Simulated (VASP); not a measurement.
# Pt (Im-3m) in VASP: further runs

Pt is run at these levels: revPBE; tasks: relaxation of cell and atoms.

Everything below comes from runs of VASP 6.6.1. Logs are shortened: lines on timing, memory, paths and dates and some standing lists are left out, and cuts for length are marked.

### Step 1. The cell of the first run

Symmetry: Im-3m, No. 229, cubic system. The conventional cell has a = 3.110 Å, b = 3.110 Å, c = 3.110 Å, α = 90.00°, β = 90.00°, γ = 90.00°. Pt (site symmetry m-3m) has 14 Pt at 2.69 to 3.11 Å within 3.6 Å.

This isn't the form of Pt at room conditions, which is fcc.

### Step 2. Relaxation of cell and atoms, revPBE

The input, INCAR:

```
SYSTEM = Pt
PREC = Accurate
ENCUT = 500
EDIFF = 1E-7
ISMEAR = 0
SIGMA = 0.1
LREAL = .FALSE.
LASPH = .TRUE.
NELM = 120
ALGO = Normal
ISIF = 3
LWAVE = .FALSE.
LCHARG = .FALSE.
GGA = RE
IBRION = 2
NSW = 80
EDIFFG = -0.03
GGA_COMPAT = .FALSE.
NELMIN = 4
```

The input, KPOINTS:

```
Automatic mesh
0
G
  8 8 8
  0 0 0
```

The input, POSCAR:

```
Pt
1.0
   -1.5550000000      1.5550000000      1.5550000000
    1.5550000000     -1.5550000000      1.5550000000
    1.5550000000      1.5550000000     -1.5550000000
Pt
1
Direct
    0.0000000000      0.0000000000      0.0000000000
```

Potentials or basis: VASP PAW PBE potentials, release 64 (Pt).

Started as:

```sh
$ cat potpaw_PBE.64/Pt/POTCAR > POTCAR
$ mpirun -np 1 vasp_std > vasp.out
```

OUTCAR:

```text
SYSTEM = Pt
   PREC = Accurate
   ENCUT = 500
   EDIFF = 1E-7
   ISMEAR = 0
   LREAL = .FALSE.
   LASPH = .TRUE.
   NELM = 120
   ISIF = 3
   GGA = RE
   IBRION = 2
   NSW = 80
   EDIFFG = -0.03
   NELMIN = 4

 ion  position               nearest neighbor table
   1  0.000  0.000  0.000-

  LATTYP: Found a body centered cubic cell.
 ALAT       =     3.1100000000

  Lattice vectors:

 A1 = (  -1.5550000000,   1.5550000000,   1.5550000000)
 A2 = (   1.5550000000,  -1.5550000000,   1.5550000000)
 A3 = (   1.5550000000,   1.5550000000,  -1.5550000000)

Analysis of symmetry for initial positions (statically):
=====================================================================
 Subroutine PRICEL returns:
 Original cell was already a primitive cell.

 Routine SETGRP: Setting up the symmetry group for a
 body centered cubic supercell.

 Subroutine GETGRP returns: Found 48 space group operations
 (whereof 48 operations were pure point group operations)
 out of a pool of 48 trial point group operations.

The static configuration has the point symmetry O_h .

Analysis of symmetry for dynamics (positions and initial velocities):
=====================================================================
 Subroutine PRICEL returns:
 Original cell was already a primitive cell.

 Routine SETGRP: Setting up the symmetry group for a
 body centered cubic supercell.

 Subroutine GETGRP returns: Found 48 space group operations
 (whereof 48 operations were pure point group operations)
 out of a pool of 48 trial point group operations.

The dynamic configuration has the point symmetry O_h .

 Subroutine INISYM returns: Found 48 space group operations
 (whereof 48 operations are pure point group operations),
 and found     1 'primitive' translations

----------------------------------------------------------------------------------------

                                     Primitive cell

  volume of cell :      15.0401

  direct lattice vectors                    reciprocal lattice vectors
    -1.555000000  1.555000000  1.555000000     0.000000000  0.321543408  0.321543408
     1.555000000 -1.555000000  1.555000000     0.321543408  0.000000000  0.321543408
     1.555000000  1.555000000 -1.555000000     0.321543408  0.321543408  0.000000000

  length of vectors
     2.693339006  2.693339006  2.693339006     0.454731049  0.454731049  0.454731049

  position of ions in fractional coordinates (direct lattice)
     0.000000000  0.000000000  0.000000000

  ion indices of the primitive-cell ions
   primitive index   ion index
[... 61 lines left out ...]
   NGX,Y,Z   is equivalent  to a cutoff of  12.34, 12.34, 12.34 a.u.
   NGXF,Y,Z  is equivalent  to a cutoff of  24.69, 24.69, 24.69 a.u.
 SYSTEM =  Pt
   PREC   = accura    normal or accurate (medium, high low for compatibility)
   ISTART =      0    job   : 0-new  1-cont  2-samecut
   ICHARG =      2    charge: 1-file 2-atom 10-const
   ISPIN  =      1    spin polarized calculation?
   LNONCOLLINEAR =      F non collinear calculations
   LSORBIT =      F    spin-orbit coupling
   LASPH  =      T    aspherical Exc in radial PAW
   ENCUT  =  500.0 eV  36.75 Ry    6.06 a.u.   4.91  4.91  4.91*2*pi/ulx,y,z
   NELM   =    120;   NELMIN=  4; NELMDL= -5     # of ELM steps
   EDIFF  = 0.1E-06   stopping-criterion for ELM
   LREAL  =      F    real-space projection
   EDIFFG = -.3E-01   stopping-criterion for IOM
   NSW    =     80    number of steps for IOM
   IBRION =      2    ionic relax: 0-MD 1-quasi-New 2-CG
   NFREE  =      1    steps in history (QN), initial steepest desc. (CG)
   ISIF   =      3    stress and relaxation
   ISYM   =      2    0-nonsym 1-usesym 2-fastsym
   POTIM  = 0.5000    time-step for ionic-motion
   TEBEG  =    0.0;   TEEND  =   0.0 temperature during run
   PSTRESS=    0.0 pullay stress
   NELECT =      10.0000    total number of electrons
   NUPDOWN=      -1.0000    fix difference up-down
   EMIN   =  10.00;   EMAX   =-10.00  energy-range for DOS
   EFERMI =   0.00;   METHOD = LEGACY
   ISMEAR =     0;   SIGMA  =   0.10  broadening in eV -4-tet -1-fermi 0-gaus
   EFERMI_NEDOS =   21; number of points for ismear=-14 and -15
   IALGO  =     38    algorithm
   IMIX   =      4    mixing-type and parameters
     AMIX     =   0.40;   BMIX     =  1.00
     AMIX_MAG =   1.60;   BMIX_MAG =  1.00
  volume/ion in A,a.u.               =      15.04       101.50
  Fermi-wavevector in a.u.,A,eV,Ry     =   1.428865  2.700163 27.778394  2.041654
  Thomas-Fermi vector in A             =   2.548880
   LORBIT       =      0    0 simple, 1 ext, 2 COOP (PROOUT), +10 PAW based schemes
   GGA     = RE    functional components
   LHFCALC =     F    Hartree Fock is set to
   AEXX    =    0.0000 exact exchange contribution
   IVDW    =     0    specifies the selected vdW correction
   LEPSILON=     F    determine dielectric tensor
   LRPA    =     F    only Hartree local field effects (RPA)
 conjugate gradient relaxation of ions
 non-spin polarized calculation
 Gauss-broadening in eV      SIGMA  =   0.10
  energy-cutoff  :      500.00
  volume of cell :       15.04
 maximum number of plane-waves:       392
   NGX =  9   NGY =  9   NGZ =  9

--------------------------------------- Ionic step        1  -------------------------------------------

 number of electron      10.0000000 magnetization

 number of electron       9.9999999 magnetization

 Free energy of the ion-electron system (eV)
  ---------------------------------------------------
  ext. energy  EPLUGINS =         0.00000000
  ---------------------------------------------------
  free energy    TOTEN  =        -5.37109294 eV

  energy without entropy =       -5.35524875  energy(sigma->0) =       -5.36317085

 E-fermi :  11.2295     XC(G=0): -13.4555

 val. band max:       11.2204756713   @ k =  -0.3750   0.3750   0.1250
 cond. band min:      11.2422505837   @ k =   0.2500   0.1250   0.0000
 fundamental gap:      0.0217749125
 Fermi energy:        11.2295205624

 k-point     1 :       0.0000    0.0000    0.0000
  band No.  band energies     occupation
      1       1.1665      2.00000
      2       7.4296      2.00000
      3       7.4296      2.00000
      4       7.4296      2.00000
      5      10.0857      2.00000
      6      10.0857      2.00000
      7      28.2182      0.00000
      8      28.2182      0.00000
      9      28.2182      0.00000
[... 380 lines left out ...]
--------------------------------------- Ionic step        4  -------------------------------------------

 number of electron      10.0000002 magnetization

 Free energy of the ion-electron system (eV)
  ---------------------------------------------------
  ext. energy  EPLUGINS =         0.00000000
  ---------------------------------------------------
  free energy    TOTEN  =        -5.42741136 eV

  energy without entropy =       -5.41170915  energy(sigma->0) =       -5.41956025

 E-fermi :   9.9821     XC(G=0): -13.0383

 val. band max:        9.9657390788   @ k =  -0.2500   0.2500   0.2500
 cond. band min:       9.9910826213   @ k =  -0.3750   0.5000   0.1250
 fundamental gap:      0.0253435425
 Fermi energy:         9.9821331141

 k-point     1 :       0.0000    0.0000    0.0000
  band No.  band energies     occupation
      1       0.6448      2.00000
      2       6.5676      2.00000
      3       6.5676      2.00000
      4       6.5676      2.00000
      5       8.9646      2.00000
      6       8.9646      2.00000
      7      27.0027      0.00000
      8      27.0027      0.00000
      9      27.0027      0.00000
[... 304 lines left out ...]
  FREE ENERGIE OF THE ION-ELECTRON SYSTEM (eV)
  ---------------------------------------------------
  free  energy   TOTEN  =        -5.4274113587 eV

  energy  without entropy=       -5.4117091485  energy(sigma->0) =       -5.41956025

 reached required accuracy - stopping structural energy minimisation
```

Run time: 6.3 s. Hardware: 1 thread of Intel Xeon 6975P-C (Granite Rapids), shared host; peak memory 0.13 GiB.

What came out:

```
Free energy                           : -5.4274 eV
Relaxed volume                        : 16.11 Å³/atom
Relaxed cell                          : a = 2.756 Å, b = 2.756 Å, c = 2.756 Å, α = 109.47°, β = 109.47°, γ = 109.47°
Space group after relaxing (to 0.1 Å) : Im-3m (No. 229)
Energy gained by relaxing             : 56.3 meV/atom
Ionic steps                           : 4
Pressure after relaxing               : -0.1 GPa
Band gap on the k mesh                : zero (bands 5 and 6 overlap by 1.90 eV)
```

The path:
```csv
step,energy change (eV),largest force (eV/Å),pressure (GPa),volume (Å³)
1,0.0000,0.0000,18.15,15.04
2,0.2035,0.0000,-23.37,19.06
3,-0.0561,0.0000,-0.97,16.18
4,-0.0563,0.0000,-0.11,16.11
```

Final structure:
```
CELL_PARAMETERS angstrom
-1.59117 1.59117 1.59117
1.59117 -1.59117 1.59117
1.59117 1.59117 -1.59117
ATOMIC_POSITIONS crystal
Pt 0.00000 0.00000 0.00000
```

Caveat: the PAW data sets were made with another functional, which shifts forces and pressure a little; spin-orbit coupling is left out, which moves the levels of the heavy elements.

### Step 3. Relaxation of cell and atoms, revPBE, target pressure 5 GPa, at which the enthalpy is minimised

The input, INCAR:

```
SYSTEM = Pt
  PREC = Accurate
  ENCUT = 500
  EDIFF = 1E-7
  ISMEAR = 0
  SIGMA = 0.1
  LREAL = .FALSE.
  LASPH = .TRUE.
  NELM = 120
  ALGO = Normal
  ISIF = 3
  LWAVE = .FALSE.
  LCHARG = .FALSE.
  GGA = RE
  IBRION = 2
  NSW = 80
  EDIFFG = -0.03
  PSTRESS = 50.0
  GGA_COMPAT = .FALSE.
  NELMIN = 4
```

The input, KPOINTS:

```
regular mesh
0
G
  8 8 8
  0 0 0
```

POSCAR is that of step 2.

Potentials or basis: VASP PAW PBE potentials, release 64 (Pt).

Started as:

```sh
$ cat potpaw_PBE.64/Pt/POTCAR > POTCAR
$ mpirun -np 1 vasp_std > vasp.out
```

Wall time 6.3 s (1 thread of Intel Xeon 6975P-C (Granite Rapids), shared host); peak memory 0.13 GiB.

It converged, with:

| Property | Result |
| --- | --- |
| Free energy | -5.4224 eV |
| Relaxed volume | 15.77 Å³/atom |
| Relaxed cell | a = 2.736 Å, b = 2.736 Å, c = 2.736 Å, α = 109.47°, β = 109.47°, γ = 109.47° |
| Space group after relaxing (to 0.1 Å) | Im-3m (No. 229) |
| Energy change on relaxing (the run minimises the enthalpy) | -51.3 meV/atom |
| Ionic steps | 4 |
| Pressure after relaxing | 5.0 GPa |
| Band gap on the k mesh | zero (bands 5 and 6 overlap by 1.98 eV) |

Step by step:
```tsv
step	energy change (eV)	largest force (eV/Å)	pressure (GPa)	volume (Å³)
1	0.0000	0.0000	18.15	15.04
2	0.0525	0.0000	-17.40	17.89
3	-0.0522	0.0000	4.45	15.80
4	-0.0513	0.0000	4.96	15.77
```

Final structure:
```cif
data_structure
_symmetry_space_group_name_H-M 'P 1'
_symmetry_Int_Tables_number 1
_cell_length_a 2.7362
_cell_length_b 2.7362
_cell_length_c 2.7362
_cell_angle_alpha 109.471
_cell_angle_beta 109.471
_cell_angle_gamma 109.471
_cell_volume 15.77
loop_
_atom_site_label
_atom_site_type_symbol
_atom_site_fract_x
_atom_site_fract_y
_atom_site_fract_z
_atom_site_occupancy
Pt1 Pt 0.00000 0.00000 0.00000 1
```

Levels at points of the mesh, in eV from the Fermi level:
```
           k point  band 3  band 4  band 5  band 6  band 7  band 8
(0.00, 0.00, 0.00)   -3.53   -3.53   -1.06   -1.06   17.01   17.01
(0.50, 0.00, 0.00)   -1.23   -0.73    0.21    1.01    6.28   13.19
(0.50, 0.50, 0.50)    0.48    0.48    0.48    7.62    7.62    7.62
```

Caveat: the cell is relaxed towards a set pressure, so the run minimises the enthalpy, not the energy; the PAW data sets were made with another functional, which shifts forces and pressure a little; spin-orbit coupling is left out, which moves the levels of the heavy elements.
